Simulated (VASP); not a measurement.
# MgO (rocksalt type) (Fm-3m) in VASP: further runs, part 2 of 2

VASP 6.6.1. The steps go on from the part before.

## Step 4: Relaxation of cell and atoms, PBE

This run uses another cell than the first one, of 10.00 Å³/atom, 1.118 times its volume.

INCAR reads:

```
ALGO     = Normal         # electronic algorithm
EDIFF    = 1E-6           # SCF threshold, eV
EDIFFG   = -0.005         # ionic threshold
ENCUT    = 600            # plane-wave cutoff, eV
GGA      = PE             # functional
IBRION   = 2              # ionic algorithm
ISIF     = 3              # what is computed and relaxed
ISMEAR   = -1             # smearing method
LASPH    = T              # aspherical terms in the spheres
LCHARG   = F              # write CHGCAR
LREAL    = F              # projectors in reciprocal space
LWAVE    = F              # write WAVECAR
NELM     = 100            # most SCF steps
NSW      = 60             # ionic steps
PREC     = Accurate       # precision mode
SIGMA    = 0.05           # smearing width, eV
```

KPOINTS reads:

```
k-points
0
Gamma
  16 16 16
```

POSCAR reads:

```
MgO
1.0
    0.0000000000      2.1544346900      2.1544346900
    2.1544346900      0.0000000000      2.1544346900
    2.1544346900      2.1544346900      0.0000000000
Mg O
1 1
Direct
    0.0000000000      0.0000000000      0.0000000000
    0.5000000000      0.5000000000      0.5000000000
```

Potentials or basis: VASP PAW PBE potentials, release 64 (Mg, O).

Launch:

```
cat potpaw_PBE.64/Mg/POTCAR potpaw_PBE.64/O/POTCAR > POTCAR
mpirun -np 1 vasp_std > vasp.out
```

OUTCAR:

```text
EDIFF = 1E-6
   EDIFFG = -0.005
   ENCUT = 600
   GGA = PE
   IBRION = 2
   ISIF = 3
   ISMEAR = -1
   LASPH = T
   LREAL = F
   NELM = 100
   NSW = 60
   PREC = Accurate

 ion  position               nearest neighbor table
   1  0.000  0.000  0.000-   2 2.15   2 2.15   2 2.15   2 2.15   2 2.15   2 2.15
   2  0.500  0.500  0.500-   1 2.15   1 2.15   1 2.15   1 2.15   1 2.15   1 2.15

  LATTYP: Found a face centered cubic cell.
 ALAT       =     4.3088693800

  Lattice vectors:

 A1 = (   0.0000000000,   2.1544346900,   2.1544346900)
 A2 = (   2.1544346900,   0.0000000000,   2.1544346900)
 A3 = (   2.1544346900,   2.1544346900,   0.0000000000)

Analysis of symmetry for initial positions (statically):
=====================================================================
 Subroutine PRICEL returns:
 Original cell was already a primitive cell.

 Routine SETGRP: Setting up the symmetry group for a
 face centered cubic supercell.

 Subroutine GETGRP returns: Found 48 space group operations
[... 9 lines left out ...]

 Routine SETGRP: Setting up the symmetry group for a
 face centered cubic supercell.

 Subroutine GETGRP returns: Found 48 space group operations
[... 11 lines left out ...]
                                     Primitive cell

  volume of cell :      20.0000

  direct lattice vectors                    reciprocal lattice vectors
     0.000000000  2.154434690  2.154434690    -0.232079442  0.232079442  0.232079442
     2.154434690  0.000000000  2.154434690     0.232079442 -0.232079442  0.232079442
[... 203 lines left out ...]
--------------------------------------- Ionic step        3  -------------------------------------------

 number of electron       8.0000005 magnetization

 Free energy of the ion-electron system (eV)
  ---------------------------------------------------
  ext. energy  EPLUGINS =         0.00000000
  ---------------------------------------------------
  free energy    TOTEN  =       -11.91709271 eV

  energy without entropy =      -11.91709271  energy(sigma->0) =      -11.91709271

 E-fermi :   4.0176     XC(G=0): -10.9705

 val. band max:        3.0152087048   @ k =   0.0000   0.0000   0.0000
 cond. band min:       7.5240170440   @ k =   0.0000   0.0000   0.0000
 fundamental gap:      4.5088083392
 Fermi energy:         4.0176311619

 k-point     1 :       0.0000    0.0000    0.0000
  band No.  band energies     occupation
      1     -14.1315      2.00000
      2       3.0152      2.00000
      3       3.0152      2.00000
      4       3.0152      2.00000
      5       7.5240      0.00000
      6      18.6882      0.00000
      7      18.6882      0.00000
      8      18.6882      0.00000
[... 243 lines left out ...]
 k-point    24 :      -0.0625    0.0625    0.0000
  band No.  band energies     occupation
      1     -14.0260      2.00000
      2       2.3742      2.00000
      3       2.8904      2.00000
      4       2.9710      2.00000
      5       8.1841      0.00000
      6      17.4001      0.00000
      7      18.9034      0.00000
      8      18.9461      0.00000

 [... further k-points ...]

------------------------ aborting loop because EDIFF is reached ----------------------------------------

  FORCE on cell =-STRESS in cart. coord.  units (eV):
  Direction    XX          YY          ZZ          XY          YZ          ZX
  --------------------------------------------------------------------------------------
  -------------------------------------------------------------------------------------
  Total        0.0000759      0.0000759      0.0000759     -0.0000000      0.0000000     -0.0000000
  in kB        0.0063603      0.0063603      0.0063603     -0.0000000      0.0000000     -0.0000000
  external PRESSURE =       0.0063603 kB  Pullay stress =       0.0000000 kB
[... 17 lines left out ...]
  FREE ENERGIE OF THE ION-ELECTRON SYSTEM (eV)
  ---------------------------------------------------
  free  energy   TOTEN  =       -11.9170927093 eV

  energy  without entropy=      -11.9170927093  energy(sigma->0) =      -11.91709271

 reached required accuracy - stopping structural energy minimisation
```

OSZICAR:

```text
N       E                     dE             d eps       ncg     rms          rms(c)
DAV:   1     0.189233718419E+02    0.18923E+02   -0.51472E+03  2608   0.992E+02
DAV:   2    -0.129458513493E+02   -0.31869E+02   -0.29942E+02  2904   0.152E+02
DAV:   3    -0.134531789351E+02   -0.50733E+00   -0.50733E+00  2848   0.227E+01
DAV:   4    -0.134540159698E+02   -0.83703E-03   -0.83703E-03  3328   0.892E-01
[... 18 lines left out ...]
DAV:   1    -0.119251567927E+02   -0.94105E-02   -0.17407E-01  2320   0.427E+00    0.678E-01
DAV:   2    -0.119172142246E+02    0.79426E-02   -0.58054E-02  2320   0.178E+00    0.645E-02
DAV:   3    -0.119171313937E+02    0.82831E-04   -0.48930E-04  2568   0.275E-01    0.407E-02
DAV:   4    -0.119170935231E+02    0.37871E-04   -0.43618E-05  2448   0.730E-02    0.907E-03
DAV:   5    -0.119170927093E+02    0.81384E-06   -0.50064E-06  2384   0.174E-02
   3 F= -.11917093E+02 E0= -.11917093E+02  d E =-.180370E-01
```

CONTCAR:

```text
MgO
   1.00000000000000
    -0.0000000000000000    2.1221299225968568    2.1221299225968568
     2.1221299225968568   -0.0000000000000000    2.1221299225968568
     2.1221299225968568    2.1221299225968568    0.0000000000000000
  Mg              O
     1     1
Direct
     0.0000000000000000    0.0000000000000000    0.0000000000000000
     0.5000000000000000    0.5000000000000000    0.5000000000000000

  0.00000000E+00  0.00000000E+00  0.00000000E+00
  0.00000000E+00  0.00000000E+00  0.00000000E+00
```

Wall time 94 s (1 thread of AMD EPYC 7R13, shared host); peak memory 0.14 GiB.

What came out:

```
Free energy                            : -11.9171 eV
Relaxed volume                         : 9.56 Å³/atom
Relaxed cell                           : a = 3.001 Å, b = 3.001 Å, c = 3.001 Å, α = 60.00°, β = 60.00°, γ = 60.00°
Space group after relaxing (to 0.05 Å) : Fm-3m (No. 225)
Energy gained by relaxing              : 9.0 meV/atom
Ionic steps                            : 3
Pressure after relaxing                : 0.0 GPa
Band gap on the k mesh                 : 4.51 eV, direct
```

Step by step:
| step | energy change (eV) | largest force (eV/Å) | pressure (GPa) | volume (Å³) |
| --- | --- | --- | --- | --- |
| 1 | 0.0000 | 0.0000 | -6.30 | 20.00 |
| 2 | -0.0167 | 0.0000 | 1.89 | 18.88 |
| 3 | -0.0180 | 0.0000 | 0.00 | 19.11 |

Final structure:
```cif
data_structure
_symmetry_space_group_name_H-M 'P 1'
_symmetry_Int_Tables_number 1
_cell_length_a 3.0011
_cell_length_b 3.0011
_cell_length_c 3.0011
_cell_angle_alpha 60.000
_cell_angle_beta 60.000
_cell_angle_gamma 60.000
_cell_volume 19.11
loop_
_atom_site_label
_atom_site_type_symbol
_atom_site_fract_x
_atom_site_fract_y
_atom_site_fract_z
_atom_site_occupancy
Mg1 Mg 0.00000 0.00000 0.00000 1
O1 O 0.50000 0.50000 0.50000 1
```

## Step 5: Single point, PBE

This run uses another cell than the first one, of 8.93 Å³/atom, 0.998 times its volume.

INCAR reads:

```
SYSTEM = MgO
ALGO = Normal ; EDIFF = 1E-7
ENCUT = 520 ; GGA = PE
ISIF = 2 ; ISMEAR = -1
LASPH = .TRUE. ; LCHARG = .TRUE.
LELF = .TRUE. ; LREAL = .FALSE.
LVHAR = .TRUE. ; LWAVE = .FALSE.
NBANDS = 11 ; NELM = 60
PREC = Accurate ; SIGMA = 0.05
```

KPOINTS reads:

```
k-points
0
G
  16 16 16
  0 0 0
```

POSCAR reads:

```
MgO
1.0
    0.0000000000      2.0745753478      2.0745753478
    2.0745753478      0.0000000000      2.0745753478
    2.0745753478      2.0745753478      0.0000000000
Mg O
1 1
Direct
    0.0000000000      0.0000000000      0.0000000000
    0.5000000000      0.5000000000      0.5000000000
```

Launch:

```
cat potpaw_PBE.64/Mg/POTCAR potpaw_PBE.64/O/POTCAR > POTCAR
mpirun -np 1 vasp_std > vasp.out
```

Wall time 32 s (1 thread of Intel Xeon 8259CL, shared host); peak memory 0.16 GiB.

Results (log left out):

```
Free energy            : -11.8635 eV
Pressure               : 12.3 GPa
Band gap on the k mesh : 5.18 eV, direct
```

Levels at points of the mesh, in eV from the valence-band top:
```tsv
k point	band 1	band 2	band 3	band 4	band 5	band 6	band 7	band 8	band 9
(0.00, 0.00, 0.00)	-17.50	0.00	0.00	0.00	5.18	16.05	16.05	16.05	20.09
(0.50, 0.00, 0.00)	-16.10	-4.82	-0.71	-0.71	8.19	13.13	16.78	16.78	21.59
(0.50, 0.50, 0.00)	-15.83	-4.27	-1.41	-1.41	9.17	10.47	13.59	19.68	19.68
```

## Step 6: Single point, PBE

This run uses another cell than the first one, of 8.93 Å³/atom, 0.998 times its volume.

INCAR reads:

```
SYSTEM = MgO
PREC     = Accurate       ! precision mode
ENCUT    = 520            ! plane-wave cutoff, eV
EDIFF    = 1E-7           ! SCF threshold, eV
ISMEAR   = -1             ! smearing method
SIGMA    = 0.05           ! smearing width, eV
LREAL    = .FALSE.        ! projectors in reciprocal space
LASPH    = .TRUE.         ! aspherical terms in the spheres
NELM     = 100            ! most SCF steps
ALGO     = Normal         ! electronic algorithm
ISIF     = 2              ! what is computed and relaxed
LWAVE    = .FALSE.        ! write WAVECAR
LCHARG   = .FALSE.        ! write CHGCAR
GGA      = PE             ! functional
NBANDS   = 11             ! bands
```

KPOINTS reads:

```
regular mesh
0
G
  16 16 16
  0 0 0
```

POSCAR reads:

```
MgO
1.0
    0.0000000000      2.0746506868      2.0746506868
    2.0746506868      0.0000000000      2.0746506868
    2.0746506868      2.0746506868      0.0000000000
Mg O
1 1
Direct
    0.0000000000      0.0000000000      0.0000000000
    0.5000000000      0.5000000000      0.5000000000
```

Potentials or basis: VASP PAW PBE potentials, release 64 (Mg, O).

Launch:

```
cat potpaw_PBE.64/Mg/POTCAR potpaw_PBE.64/O/POTCAR > POTCAR
mpirun -np 1 vasp_std > vasp.out
```

Run time: 30 s. Hardware: 1 thread of Intel Xeon 8259CL, shared host; peak memory 0.16 GiB.

The run converged. Its results:

- Free energy: -11.8636 eV
- Pressure: 12.3 GPa
- Band gap on the k mesh: 5.18 eV, direct

Levels at points of the mesh, in eV from the valence-band top:
| k point | band 1 | band 2 | band 3 | band 4 | band 5 | band 6 | band 7 | band 8 |
| --- | --- | --- | --- | --- | --- | --- | --- | --- |
| (0.00, 0.00, 0.00) | -17.50 | 0.00 | 0.00 | 0.00 | 5.18 | 16.05 | 16.05 | 16.05 |
| (0.50, 0.00, 0.00) | -16.10 | -4.82 | -0.71 | -0.71 | 8.19 | 13.13 | 16.78 | 16.78 |
| (0.50, 0.50, 0.00) | -15.83 | -4.27 | -1.41 | -1.41 | 9.17 | 10.47 | 13.59 | 19.67 |

A k mesh can miss the band edges. As with any semilocal functional, this PBE gap is likely too small.

## Step 7: Single point, PBE

This run uses another cell than the first one, of 9.62 Å³/atom, 1.075 times its volume.

INCAR reads:

```
SYSTEM = MgO
PREC = Accurate ; ENCUT = 520
EDIFF = 1E-6 ; ISMEAR = -1
SIGMA = 0.05 ; LREAL = .FALSE.
LASPH = .TRUE. ; NELM = 100
ALGO = Normal ; ISIF = 2
LWAVE = .FALSE. ; LCHARG = .TRUE.
GGA = PE ; LELF = .TRUE.
LVHAR = .TRUE. ; NBANDS = 11
```

KPOINTS reads:

```
Automatic mesh
0
G
  16 16 16
  0 0 0
```

POSCAR reads:

```
MgO
1.0
    0.0000000000      2.1269431585      2.1269431585
    2.1269431585      0.0000000000      2.1269431585
    2.1269431585      2.1269431585      0.0000000000
Mg O
1 1
Direct
    0.0000000000      0.0000000000      0.0000000000
    0.5000000000      0.5000000000      0.5000000000
```

Launch:

```
cat potpaw_PBE.64/Mg/POTCAR potpaw_PBE.64/O/POTCAR > POTCAR
mpirun -np 1 vasp_std > vasp.out
```

Run time: 37 s. Hardware: 1 thread of Intel Xeon 8259CL, shared host; peak memory 0.16 GiB.

It converged, with:

```
Free energy            : -11.9117 eV
Pressure               : -0.8 GPa
Band gap on the k mesh : 4.44 eV, direct
```

Levels at points of the mesh, in eV from the valence-band top:
| k point | band 2 | band 3 | band 4 | band 5 | band 6 | band 7 |
| --- | --- | --- | --- | --- | --- | --- |
| (0.00, 0.00, 0.00) | 0.00 | 0.00 | 0.00 | 4.44 | 15.63 | 15.63 |
| (0.50, 0.00, 0.00) | -4.49 | -0.62 | -0.62 | 7.71 | 12.27 | 16.01 |
| (0.50, 0.50, 0.00) | -3.96 | -1.31 | -1.31 | 9.08 | 9.65 | 12.79 |

## Step 8: Summary

```tsv
task	cell	cutoff (eV)	gap on the mesh (eV)	pressure (GPa)
relaxation of cell and atoms	relaxed to 13 GPa from a = 2.936 Å, angles 60.0°, 2 atoms	600	5.23	13.0
relaxation of cell and atoms	relaxed to 13 GPa from a = 2.934 Å, angles 60.0°, 2 atoms	600	5.23	13.0
relaxation of cell and atoms	relaxed from a = 3.047 Å, angles 60.0°, 2 atoms	600	4.51	0.0
single point	a = 2.934 Å, angles 60.0°, 2 atoms	520	5.18	12.3
single point	a = 3.008 Å, angles 60.0°, 2 atoms	520	4.44	-0.8
```

Alike in all rows: level PBE; potentials or basis VASP PAW PBE potentials, release 64 (Mg, O); no spin polarisation; k mesh 16 × 16 × 16; smearing fermi-dirac 0.05 eV.

Caveats: the cell is relaxed towards a set pressure, so the enthalpy falls and the energy may rise (some runs).

Absolute energies hang on the potentials; compare differences alone.
